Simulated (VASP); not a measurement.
# Sb (Pm-3m) in VASP: settings compared

The runs below take Sb through single point, with PBE, RPBE.

All numbers are computed with VASP 6.6.1; they aren't measurements. Logs are shortened: lines on timing, memory, paths and dates and some standing lists are left out, and cuts for length are marked.

## 1. The cell of the first run

It takes space group Pm-3m (No. 221, cubic). Conventional cell: a = 3.160 Å, b = 3.160 Å, c = 3.160 Å, α = 90.00°, β = 90.00°, γ = 90.00°. Sb (site symmetry m-3m) has 6 Sb at 3.16 Å within 4.2 Å.

## 2. Single point, PBE

File INCAR:

```
  PREC = Accurate
  ENCUT = 520
  EDIFF = 1E-7
  ISMEAR = 0
  SIGMA = 0.011
  LREAL = F
  LASPH = T
  NELM = 100
  ALGO = Normal
  ISIF = 2
  LWAVE = F
  LCHARG = T
  GGA = PE
  LELF = T
  LVHAR = T
  NBANDS = 8
```

File KPOINTS:

```
regular mesh
0
Gamma
  8 8 8
```

File POSCAR:

```
Sb
1.0
    3.1600000000      0.0000000000      0.0000000000
    0.0000000000      3.1600000000      0.0000000000
    0.0000000000      0.0000000000      3.1600000000
Sb
1
Direct
    0.0000000000      0.0000000000      0.0000000000
```

Potentials or basis: VASP PAW PBE potentials, release 64 (Sb).

Command:

```sh
$ cat potpaw_PBE.64/Sb/POTCAR > POTCAR
$ mpirun -np 1 vasp_std > vasp.out
```

OUTCAR:

```text
PREC = Accurate
   ENCUT = 520
   EDIFF = 1E-7
   ISMEAR = 0
   LREAL = F
   LASPH = T
   NELM = 100
   ISIF = 2
   GGA = PE

 ion  position               nearest neighbor table
   1  0.000  0.000  0.000-

  LATTYP: Found a simple cubic cell.
 ALAT       =     3.1600000000

  Lattice vectors:

 A1 = (   3.1600000000,   0.0000000000,   0.0000000000)
 A2 = (   0.0000000000,   3.1600000000,   0.0000000000)
 A3 = (   0.0000000000,   0.0000000000,   3.1600000000)

Analysis of symmetry for initial positions (statically):
=====================================================================
 Subroutine PRICEL returns:
 Original cell was already a primitive cell.

 Routine SETGRP: Setting up the symmetry group for a
 simple cubic supercell.

 Subroutine GETGRP returns: Found 48 space group operations
 (whereof 48 operations were pure point group operations)
 out of a pool of 48 trial point group operations.

The static configuration has the point symmetry O_h .

Analysis of symmetry for dynamics (positions and initial velocities):
=====================================================================
 Subroutine PRICEL returns:
 Original cell was already a primitive cell.

 Routine SETGRP: Setting up the symmetry group for a
 simple cubic supercell.

 Subroutine GETGRP returns: Found 48 space group operations
 (whereof 48 operations were pure point group operations)
 out of a pool of 48 trial point group operations.

The dynamic configuration has the point symmetry O_h .

 Subroutine INISYM returns: Found 48 space group operations
 (whereof 48 operations are pure point group operations),
 and found     1 'primitive' translations

----------------------------------------------------------------------------------------

                                     Primitive cell

  volume of cell :      31.5545

  direct lattice vectors                    reciprocal lattice vectors
     3.160000000  0.000000000  0.000000000     0.316455696  0.000000000  0.000000000
     0.000000000  3.160000000  0.000000000     0.000000000  0.316455696  0.000000000
     0.000000000  0.000000000  3.160000000     0.000000000  0.000000000  0.316455696

  length of vectors
     3.160000000  3.160000000  3.160000000     0.316455696  0.316455696  0.316455696

  position of ions in fractional coordinates (direct lattice)
     0.000000000  0.000000000  0.000000000

  ion indices of the primitive-cell ions
   primitive index   ion index
                 1           1

----------------------------------------------------------------------------------------

 KPOINTS: regular mesh

Automatic generation of k-mesh.
 Grid dimensions read from file:
 generate k-points for:    8    8    8

 Generating k-lattice:

  Cartesian coordinates                     Fractional coordinates (reciprocal lattice)
     0.039556962  0.000000000  0.000000000     0.125000000  0.000000000  0.000000000
     0.000000000  0.039556962  0.000000000     0.000000000  0.125000000  0.000000000
     0.000000000  0.000000000  0.039556962     0.000000000  0.000000000  0.125000000

  Length of vectors
     0.039556962  0.039556962  0.039556962

  Shift w.r.t. Gamma in fractional coordinates (k-lattice)
     0.000000000  0.000000000  0.000000000

 Subroutine IBZKPT returns following result:
 ===========================================

 Found     35 irreducible k-points:

 Following reciprocal coordinates:
            Coordinates               Weight
  0.000000  0.000000  0.000000      1.000000
  0.125000  0.000000  0.000000      6.000000
  0.250000  0.000000  0.000000      6.000000
  0.375000  0.000000  0.000000      6.000000
  0.500000  0.000000  0.000000      3.000000
  0.125000  0.125000  0.000000     12.000000
[... 16 lines left out ...]
  0.375000  0.375000  0.125000     24.000000
  0.500000  0.375000  0.125000     24.000000
 [... further k-points ...]
   k-points           NKPTS =     35   k-points in BZ     NKDIM =     35   number of bands    NBANDS=      8
   number of dos      NEDOS =    301   number of ions     NIONS =      1
   total plane-waves  NPLWV =  13824
   dimension x,y,z NGX =    24 NGY =   24 NGZ =   24
   dimension x,y,z NGXF=    48 NGYF=   48 NGZF=   48
   ions per type =               1
   NGX,Y,Z   is equivalent  to a cutoff of  12.63, 12.63, 12.63 a.u.
   NGXF,Y,Z  is equivalent  to a cutoff of  25.25, 25.25, 25.25 a.u.
 SYSTEM =  unknown system
   PREC   = accura    normal or accurate (medium, high low for compatibility)
   ISTART =      0    job   : 0-new  1-cont  2-samecut
   ICHARG =      2    charge: 1-file 2-atom 10-const
   ISPIN  =      1    spin polarized calculation?
   LNONCOLLINEAR =      F non collinear calculations
   LSORBIT =      F    spin-orbit coupling
   LASPH  =      T    aspherical Exc in radial PAW
   ENCUT  =  520.0 eV  38.22 Ry    6.18 a.u.   5.88  5.88  5.88*2*pi/ulx,y,z
   NELM   =    100;   NELMIN=  2; NELMDL= -5     # of ELM steps
   EDIFF  = 0.1E-06   stopping-criterion for ELM
   LREAL  =      F    real-space projection
   EDIFFG = 0.1E-05   stopping-criterion for IOM
   NSW    =      0    number of steps for IOM
   IBRION =     -1    ionic relax: 0-MD 1-quasi-New 2-CG
   NFREE  =      0    steps in history (QN), initial steepest desc. (CG)
   ISIF   =      2    stress and relaxation
   ISYM   =      2    0-nonsym 1-usesym 2-fastsym
   POTIM  = 0.5000    time-step for ionic-motion
   TEBEG  =    0.0;   TEEND  =   0.0 temperature during run
   PSTRESS=    0.0 pullay stress
   NELECT =       5.0000    total number of electrons
   NUPDOWN=      -1.0000    fix difference up-down
   EMIN   =  10.00;   EMAX   =-10.00  energy-range for DOS
   EFERMI =   0.00;   METHOD = LEGACY
   ISMEAR =     0;   SIGMA  =   0.01  broadening in eV -4-tet -1-fermi 0-gaus
   EFERMI_NEDOS =   21; number of points for ismear=-14 and -15
   IALGO  =     38    algorithm
   IMIX   =      4    mixing-type and parameters
     AMIX     =   0.40;   BMIX     =  1.00
     AMIX_MAG =   1.60;   BMIX_MAG =  1.00
  volume/ion in A,a.u.               =      31.55       212.94
  Fermi-wavevector in a.u.,A,eV,Ry     =   0.885886  1.674081 10.677766  0.784794
  Thomas-Fermi vector in A             =   2.006979
   LORBIT       =      0    0 simple, 1 ext, 2 COOP (PROOUT), +10 PAW based schemes
   GGA     = PE    functional components
   LHFCALC =     F    Hartree Fock is set to
   AEXX    =    0.0000 exact exchange contribution
   IVDW    =     0    specifies the selected vdW correction
   LEPSILON=     F    determine dielectric tensor
   LRPA    =     F    only Hartree local field effects (RPA)
 non-spin polarized calculation
 Gauss-broadening in eV      SIGMA  =   0.01
  energy-cutoff  :      520.00
  volume of cell :       31.55
 maximum number of plane-waves:       876
 NGX is ok and might be reduce to    24
   NGX = 11   NGY = 11   NGZ = 11

 number of electron       5.0000001 magnetization

 Free energy of the ion-electron system (eV)
  ---------------------------------------------------
  ext. energy  EPLUGINS =         0.00000000
  ---------------------------------------------------
  free energy    TOTEN  =        -4.06317557 eV

  energy without entropy =       -4.06259692  energy(sigma->0) =       -4.06288624

 E-fermi :   6.3854     XC(G=0):  -9.3891

 val. band max:        6.3845407077   @ k =   0.3750   0.2500   0.1250
 cond. band min:       6.6204762861   @ k =   0.2500   0.2500   0.2500
 fundamental gap:      0.2359355784
 Fermi energy:         6.3853545650

 k-point     1 :       0.0000    0.0000    0.0000
  band No.  band energies     occupation
      1      -5.5254      2.00000
      2       9.5669      0.00000
      3       9.5669      0.00000
      4       9.5669      0.00000
      5      13.3114      0.00000
      6      13.3114      0.00000
      7      14.3653      0.00000
      8      23.7582      0.00000

 k-point     2 :       0.1250    0.0000    0.0000
  band No.  band energies     occupation
      1      -5.3133      2.00000
      2       7.4870      0.00000
      3       9.7712      0.00000
      4       9.7712      0.00000
      5      13.4855      0.00000
      6      14.1041      0.00000
      7      16.1471      0.00000
      8      22.1885      0.00000

 k-point     3 :       0.2500    0.0000    0.0000
  band No.  band energies     occupation
      1      -4.7033      2.00000
      2       4.6076      2.00000
      3      10.3295      0.00000
      4      10.3295      0.00000
      5      13.9945      0.00000
      6      14.7488      0.00000
      7      19.5966      0.00000
      8      20.0971      0.00000

 k-point     4 :       0.3750    0.0000    0.0000
  band No.  band energies     occupation
      1      -3.8388      2.00000
      2       2.2775      2.00000
      3      11.0312      0.00000
      4      11.0312      0.00000
      5      14.7570      0.00000
      6      15.7438      0.00000
      7      18.4132      0.00000
      8      18.4132      0.00000

 k-point     5 :       0.5000    0.0000    0.0000
  band No.  band energies     occupation
      1      -3.3068      2.00000
      2       1.2457      2.00000
      3      11.3944      0.00000
      4      11.3944      0.00000
      5      15.2885      0.00000
      6      16.8885      0.00000
      7      17.5431      0.00000
      8      17.7151      0.00000
[... 177 lines left out ...]
 k-point    22 :       0.5000    0.2500    0.1250
  band No.  band energies     occupation
      1      -2.2492      2.00000
      2       2.2109      2.00000
      3       6.8182      0.00000
      4      10.3060      0.00000
      5      11.8734      0.00000
      6      15.2459      0.00000
      7      18.5949      0.00000
      8      19.6384      0.00000

 k-point    23 :       0.3750    0.3750    0.1250
  band No.  band energies     occupation
      1      -1.9011      2.00000
      2       3.8795      2.00000
      3       4.1568      2.00000
      4      10.5219      0.00000
      5      10.8265      0.00000
      6      16.6461      0.00000
      7      16.9996      0.00000
      8      19.4910      0.00000

 k-point    24 :       0.5000    0.3750    0.1250
  band No.  band energies     occupation
      1      -1.3386      2.00000
      2       2.9473      2.00000
      3       4.4428      2.00000
      4       9.8677      0.00000
      5      11.0567      0.00000
      6      16.0532      0.00000
      7      17.3341      0.00000
      8      20.0487      0.00000

 [... further k-points ...]
[... 5 lines left out ...]
  --------------------------------------------------------------------------------------
  -------------------------------------------------------------------------------------
  Total       -0.4521129     -0.4521129     -0.4521129      0.0000000      0.0000000     -0.0000000
  in kB      -22.9560003    -22.9560003    -22.9560003      0.0000000      0.0000000     -0.0000000
  external PRESSURE =     -22.9560003 kB  Pullay stress =       0.0000000 kB

 VOLUME and BASIS-vectors are now :
 -----------------------------------------------------------------------------
  energy-cutoff  :      520.00
  volume of cell :       31.55
      direct lattice vectors                 reciprocal lattice vectors
     3.160000000  0.000000000  0.000000000     0.316455696  0.000000000  0.000000000
     0.000000000  3.160000000  0.000000000     0.000000000  0.316455696  0.000000000
     0.000000000  0.000000000  3.160000000     0.000000000  0.000000000  0.316455696

 POSITION                                       TOTAL-FORCE (eV/Angst)
 -----------------------------------------------------------------------------------
      0.00000      0.00000      0.00000         0.000000      0.000000      0.000000
 -----------------------------------------------------------------------------------
    total drift:                                0.000000      0.000000      0.000000

  FREE ENERGIE OF THE ION-ELECTRON SYSTEM (eV)
  ---------------------------------------------------
  free  energy   TOTEN  =        -4.0631755671 eV

  energy  without entropy=       -4.0625969228  energy(sigma->0) =       -4.06288624
```

It took 5.1 s on 1 thread of Intel Xeon Platinum 8259CL at 2.50GHz (Skylake/Cascade Lake), shared host; peak memory 0.14 GiB.

What came out:

```
Free energy : -4.0632 eV
Pressure    : -2.3 GPa
```

Caveat: spin-orbit coupling is left out, which moves the levels of the heavy elements.

## 3. Single point, RPBE

File INCAR:

```
PREC = Accurate
ENCUT = 520
EDIFF = 1E-6
ISMEAR = -1
SIGMA = 0.05
LREAL = F
LASPH = T
NELM = 80
ALGO = Normal
ISIF = 2
LWAVE = F
LCHARG = T
GGA = RP
LELF = T
LVHAR = T
NBANDS = 8
```

File KPOINTS:

```
Automatic mesh
0
Gamma
  8 8 8
```

POSCAR is that of step 2.

Potentials or basis: VASP PAW PBE potentials, release 64 (Sb).

Command:

```sh
$ cat potpaw_PBE.64/Sb/POTCAR > POTCAR
$ mpirun -np 1 vasp_std > vasp.out
```

Wall time 5.5 s (1 thread of Intel Xeon Platinum 8259CL at 2.50GHz (Skylake/Cascade Lake), shared host); peak memory 0.13 GiB.

Results (log left out):

```yaml
Free_energy: -3.7046 eV
Pressure: -1.1 GPa
```

Levels at points of the mesh, in eV from the Fermi level:
```csv
k point,band 1,band 2,band 3,band 4,band 5,band 6
"(0.00, 0.00, 0.00)",-11.91,3.18,3.18,3.18,6.87,6.87
"(0.50, 0.00, 0.00)",-9.69,-5.15,5.01,5.01,8.84,10.54
"(0.50, 0.50, 0.00)",-7.34,-3.25,-3.25,2.45,6.86,12.40
"(0.50, 0.50, 0.50)",-4.76,-1.47,-1.47,-1.47,4.95,4.95
```

Caveat: the PAW data sets were made with another functional, which shifts forces and pressure a little; spin-orbit coupling is left out, which moves the levels of the heavy elements.
